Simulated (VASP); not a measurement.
# CdTe: single point with LDA

The system is CdTe.

```xyz
2
Lattice="0.0000 3.2053 3.2053 3.2053 0.0000 3.2053 3.2053 3.2053 0.0000" Properties=species:S:1:pos:R:3 pbc="T T T"
Cd    0.0000    0.0000    0.0000
Te    1.6027    1.6027    1.6027
```

```json
{"Program": "VASP 6.6.1", "Task": "single point", "Functional": "LDA", "Potentials or basis": "VASP PAW LDA potentials, release 64 (Cd, Te)", "Cutoff": "520 eV", "k mesh": "6 × 6 × 6", "Occupations": "fermi-dirac, width 0.02 eV", "Spin": "no spin polarisation", "Dipole correction": "no", "Further INCAR settings": "ALGO = Normal; EDIFF = 1e-06; NBANDS = 16"}
```

The pressure is 0.2 GPa. The band gap on the k mesh is 0.65 eV, direct.

Levels at points of the mesh, in eV from the valence-band top:
```
           k point  band 6  band 7  band 8  band 9  band 10  band 11  band 12  band 13
(0.00, 0.00, 0.00)   -8.13    0.00    0.00    0.00     0.65     4.47     4.47     4.47
(0.50, 0.00, 0.00)   -7.75   -4.69   -0.84   -0.84     1.69     5.08     5.08     6.88
(0.50, 0.50, 0.00)   -7.61   -4.54   -2.01   -2.01     2.37     2.54     8.82     9.15
```

It took 6.6 s on 1 thread of Intel(R) Xeon(R) 6975P-C (Granite Rapids), with other jobs on the host, peak memory 0.18 GiB.

Caveat: spin-orbit coupling is left out, which moves the levels of the heavy elements. As with any semilocal functional, this LDA gap is likely too small.
